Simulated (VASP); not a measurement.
**RbSi3Ge3: single point with PBE**

Crystal: RbSi3Ge3.

```
Rb Si Ge
1.0
     6.98314    0.00000    0.00000
     0.00000    6.98314    0.00000
     0.00000    0.00000    6.98314
Rb Si Ge
2 6 6
Direct
  0.50000 0.50000 0.50000
  0.00000 0.00000 0.00000
  0.50000 0.00000 0.75000
  0.75000 0.50000 0.00000
  0.00000 0.75000 0.50000
  0.50000 0.00000 0.25000
  0.25000 0.50000 0.00000
  0.00000 0.25000 0.50000
  0.00000 0.50000 0.75000
  0.75000 0.00000 0.50000
  0.50000 0.75000 0.00000
  0.00000 0.50000 0.25000
  0.25000 0.00000 0.50000
  0.50000 0.25000 0.00000
```

The cell was built from a structure type or drawn by symmetry, and may not be a known phase.

```yaml
Program: VASP 6.6.1
Task: single point
Functional: PBE
Potentials_or_basis: VASP PAW PBE potentials, release 64 (Rb_sv, Si, Ge_d)
Cutoff: 520 eV
k_mesh: 6 × 6 × 6
Occupations: gaussian, width 0.1 eV
Spin: no spin polarisation
Dipole_correction: no
Further_INCAR_settings: ALGO = Normal; EDIFF = 1e-07; NBANDS = 76
```

```
Pressure               : 0.0 GPa
Band gap on the k mesh : zero (bands 63 and 64 overlap by 2.29 eV)
```

Levels at points of the mesh, in eV from the Fermi level:
| k point | band 61 | band 62 | band 63 | band 64 | band 65 | band 66 |
| --- | --- | --- | --- | --- | --- | --- |
| (0.00, 0.00, 0.00) | -0.52 | -0.52 | -0.32 | -0.32 | -0.32 | 0.32 |
| (0.50, 0.00, 0.00) | -1.25 | -1.25 | -0.74 | -0.74 | 1.58 | 1.58 |
| (0.50, 0.50, 0.00) | -1.25 | -1.24 | 0.02 | 0.02 | 1.30 | 1.37 |
| (0.50, 0.50, 0.50) | -2.48 | -2.48 | 1.56 | 1.56 | 1.56 | 1.56 |

It took 15 min on 1 thread of Oxide Virtual Turin-like Processor, with other jobs on the host, peak memory 0.62 GiB.
